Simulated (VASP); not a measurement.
# Ti3Al (P-6m2) in VASP: notebook

The runs below take Ti3Al through single point, with PBEsol, r2SCAN.

All numbers are computed with VASP 6.6.1; they aren't measurements. Logs are shortened: lines on timing, memory, paths and dates and some standing lists are left out, and cuts for length are marked.

**1. The cell of the first run**

It takes space group P-6m2 (No. 187, hexagonal). The conventional cell has a = 2.853 Å, b = 2.853 Å, c = 9.544 Å, α = 90.00°, β = 90.00°, γ = 120.00°. Within 3.6 Å of Ti (site symmetry -6m2) lie 12 Ti at 2.72 to 2.85 Å. Ti (site symmetry 3m) has 9 Ti at 2.72 to 2.85 Å and 3 Al at 3.09 Å within 3.6 Å. Within 3.8 Å of Al (site symmetry -6m2) lie 6 Al at 2.85 Å and 6 Ti at 3.09 Å.

**2. Single point, PBEsol (strained and its atoms moved)**

File INCAR:

```
PREC = Accurate
ENCUT = 520
EDIFF = 1E-7
ISMEAR = 0
SIGMA = 0.1
LREAL = F
LASPH = T
NELM = 100
ALGO = Fast
ISIF = 2
LWAVE = F
LCHARG = F
GGA = PS
NBANDS = 28
```

File KPOINTS:

```
Automatic mesh
0
Gamma
  18 18 6
```

File POSCAR:

```
Ti3Al
1.0
    2.8527727945      0.0000000000      0.0000000000
   -1.4263863972      2.4705737113      0.0000000000
    0.0000000000      0.0000000000      9.5443024345
Ti Al
3 1
Direct
    0.6666666700      0.3333333300      0.0000000000
    0.3333333300      0.6666666700      0.7735859479
    0.3333333300      0.6666666700      0.2264140521
    0.6666666700      0.3333333300      0.5000000000
```

Potentials or basis: VASP PAW PBE potentials, release 64 (Ti_sv, Al).

Started as:

```bash
cat potpaw_PBE.64/Ti_sv/POTCAR potpaw_PBE.64/Al/POTCAR > POTCAR
mpirun -np 1 vasp_std > vasp.out
```

OUTCAR:

```text
PREC = Accurate
   ENCUT = 520
   EDIFF = 1E-7
   ISMEAR = 0
   LREAL = F
   LASPH = T
   NELM = 100
   ISIF = 2
   GGA = PS

 ion  position               nearest neighbor table
   1  0.667  0.333  0.000-   2 2.72   3 2.72   2 2.72   3 2.72   2 2.72   3 2.72
   2  0.333  0.667  0.774-   1 2.72   1 2.72   1 2.72   4 3.09   4 3.09   4 3.09
   3  0.333  0.667  0.226-   1 2.72   1 2.72   1 2.72   4 3.09   4 3.09   4 3.09
   4  0.667  0.333  0.500-   2 3.09   3 3.09   2 3.09   3 3.09   2 3.09   3 3.09

  LATTYP: Found a hexagonal cell.
 ALAT       =     2.8527727945
 C/A-ratio  =     3.3456230559

  Lattice vectors:

 A1 = (   2.8527727945,   0.0000000000,   0.0000000000)
 A2 = (  -1.4263863972,   2.4705737113,   0.0000000000)
 A3 = (   0.0000000000,   0.0000000000,   9.5443024345)

Analysis of symmetry for initial positions (statically):
=====================================================================
 Subroutine PRICEL returns:
 Original cell was already a primitive cell.

 Routine SETGRP: Setting up the symmetry group for a
 hexagonal supercell.

 Subroutine GETGRP returns: Found 12 space group operations
 (whereof 12 operations were pure point group operations)
 out of a pool of 24 trial point group operations.

The static configuration has the point symmetry D_3h.

Analysis of symmetry for dynamics (positions and initial velocities):
=====================================================================
 Subroutine PRICEL returns:
 Original cell was already a primitive cell.

 Routine SETGRP: Setting up the symmetry group for a
 hexagonal supercell.

 Subroutine GETGRP returns: Found 12 space group operations
 (whereof 12 operations were pure point group operations)
 out of a pool of 24 trial point group operations.

The dynamic configuration has the point symmetry D_3h.

 Subroutine INISYM returns: Found 12 space group operations
 (whereof 12 operations are pure point group operations),
 and found     1 'primitive' translations

----------------------------------------------------------------------------------------

                                     Primitive cell

  volume of cell :      67.2681

  direct lattice vectors                    reciprocal lattice vectors
     2.852772794  0.000000000  0.000000000     0.350536153  0.202382142  0.000000000
    -1.426386397  2.470573711  0.000000000     0.000000000  0.404764284  0.000000000
     0.000000000  0.000000000  9.544302435     0.000000000  0.000000000  0.104774551
[... 89 lines left out ...]
   LREAL  =      F    real-space projection
   EDIFFG = 0.1E-05   stopping-criterion for IOM
   NSW    =      0    number of steps for IOM
   IBRION =     -1    ionic relax: 0-MD 1-quasi-New 2-CG
   NFREE  =      0    steps in history (QN), initial steepest desc. (CG)
   ISIF   =      2    stress and relaxation
   ISYM   =      2    0-nonsym 1-usesym 2-fastsym
   POTIM  = 0.5000    time-step for ionic-motion
   TEBEG  =    0.0;   TEEND  =   0.0 temperature during run
   PSTRESS=    0.0 pullay stress
   NELECT =      39.0000    total number of electrons
   NUPDOWN=      -1.0000    fix difference up-down
   EMIN   =  10.00;   EMAX   =-10.00  energy-range for DOS
   EFERMI =   0.00;   METHOD = LEGACY
   ISMEAR =     0;   SIGMA  =   0.10  broadening in eV -4-tet -1-fermi 0-gaus
   EFERMI_NEDOS =   21; number of points for ismear=-14 and -15
   IALGO  =     68    algorithm
   IMIX   =      4    mixing-type and parameters
     AMIX     =   0.40;   BMIX     =  1.00
     AMIX_MAG =   1.60;   BMIX_MAG =  1.00
  volume/ion in A,a.u.               =      16.82       113.49
  Fermi-wavevector in a.u.,A,eV,Ry     =   1.365086  2.579638 25.353905  1.863459
  Thomas-Fermi vector in A             =   2.491345
   LORBIT       =      0    0 simple, 1 ext, 2 COOP (PROOUT), +10 PAW based schemes
   GGA     = PS    functional components
   LHFCALC =     F    Hartree Fock is set to
   AEXX    =    0.0000 exact exchange contribution
   IVDW    =     0    specifies the selected vdW correction
   LEPSILON=     F    determine dielectric tensor
   LRPA    =     F    only Hartree local field effects (RPA)
 non-spin polarized calculation
 RMM-DIIS sequential band-by-band and
 Gauss-broadening in eV      SIGMA  =   0.10
  energy-cutoff  :      520.00
  volume of cell :       67.27
 maximum number of plane-waves:      1831
 NGX is ok and might be reduce to    24
   NGX = 11   NGY = 11   NGZ = 35

 number of electron      39.0000011 magnetization

 Free energy of the ion-electron system (eV)
  ---------------------------------------------------
  ext. energy  EPLUGINS =         0.00000000
  ---------------------------------------------------
  free energy    TOTEN  =       -29.20814192 eV

  energy without entropy =      -29.18645402  energy(sigma->0) =      -29.19729797

 E-fermi :   8.1354     XC(G=0): -11.3610

 val. band max:        8.1272483446   @ k =   0.3333   0.2778   0.3333
 cond. band min:       8.1379116016   @ k =   0.4444   0.0000   0.5000
 fundamental gap:      0.0106632569
 Fermi energy:         8.1354328975

 k-point     1 :       0.0000    0.0000    0.0000
  band No.  band energies     occupation
      1     -48.3414      2.00000
      2     -48.3100      2.00000
      3     -48.0228      2.00000
      4     -25.0487      2.00000
      5     -24.7603      2.00000
      6     -24.2971      2.00000
[... 733 lines left out ...]
     27      11.4975      0.00000
     28      11.7371      0.00000

 [... further k-points ...]

------------------------ aborting loop because EDIFF is reached ----------------------------------------

  FORCE on cell =-STRESS in cart. coord.  units (eV):
  Direction    XX          YY          ZZ          XY          YZ          ZX
  --------------------------------------------------------------------------------------
  -------------------------------------------------------------------------------------
  Total        1.6740144      1.6740144     -2.0818378      0.0000000     -0.0000000      0.0000000
  in kB       39.8713157     39.8713157    -49.5847673      0.0000000     -0.0000000      0.0000000
  external PRESSURE =      10.0526214 kB  Pullay stress =       0.0000000 kB

 VOLUME and BASIS-vectors are now :
 -----------------------------------------------------------------------------
  energy-cutoff  :      520.00
  volume of cell :       67.27
      direct lattice vectors                 reciprocal lattice vectors
     2.852772794  0.000000000  0.000000000     0.350536153  0.202382142  0.000000000
    -1.426386397  2.470573711  0.000000000     0.000000000  0.404764284  0.000000000
     0.000000000  0.000000000  9.544302435     0.000000000  0.000000000  0.104774551

 POSITION                                       TOTAL-FORCE (eV/Angst)
 -----------------------------------------------------------------------------------
      1.42639      0.82352      0.00000        -0.000000      0.000000     -0.000000
     -0.00000      1.64705      7.38334         0.000000     -0.000000     -1.517845
     -0.00000      1.64705      2.16096         0.000000     -0.000000      1.517845
      1.42639      0.82352      4.77215         0.000000      0.000000     -0.000000
 -----------------------------------------------------------------------------------
    total drift:                                0.000027     -0.000016      0.000000

  FREE ENERGIE OF THE ION-ELECTRON SYSTEM (eV)
  ---------------------------------------------------
  free  energy   TOTEN  =       -29.2081419211 eV

  energy  without entropy=      -29.1864540209  energy(sigma->0) =      -29.19729797
```

It took 24 min on 1 thread of AMD EPYC 7R13, shared host; peak memory 0.37 GiB.

Results:

```
Free energy            : -29.2081 eV
Pressure               : 1.0 GPa
Largest force          : 1.518 eV/Å
Band gap on the k mesh : zero (an odd number of electrons rules out a gap without spin polarisation)
```

Forces on the atoms (eV/Å):
```
Ti   0.000  0.000  0.000
Ti   0.000  0.000 -1.518
Ti   0.000  0.000  1.518
Al   0.000  0.000  0.000
```

Levels at points of the mesh, in eV from the Fermi level:
```csv
k point,band 16,band 17,band 18,band 19,band 20,band 21,band 22,band 23
"(0.00, 0.00, 0.00)",-2.83,-1.58,0.77,0.77,0.79,0.79,0.86,1.05
"(0.50, 0.00, 0.00)",-2.33,-1.81,-1.36,-0.53,-0.51,0.78,1.02,1.33
"(0.00, 0.00, 0.50)",-3.52,-1.82,0.70,0.77,0.77,0.79,0.79,1.06
"(0.50, 0.00, 0.50)",-2.22,-1.84,-1.29,-1.08,0.11,0.77,0.77,1.22
```

Caveat: the cell differs from its parent crystal (strained and its atoms moved); the stress differs along the axes, from -5 to 4 GPa; the PAW data sets were made with another functional, which shifts forces and pressure a little.

[end of part 1 of 2]
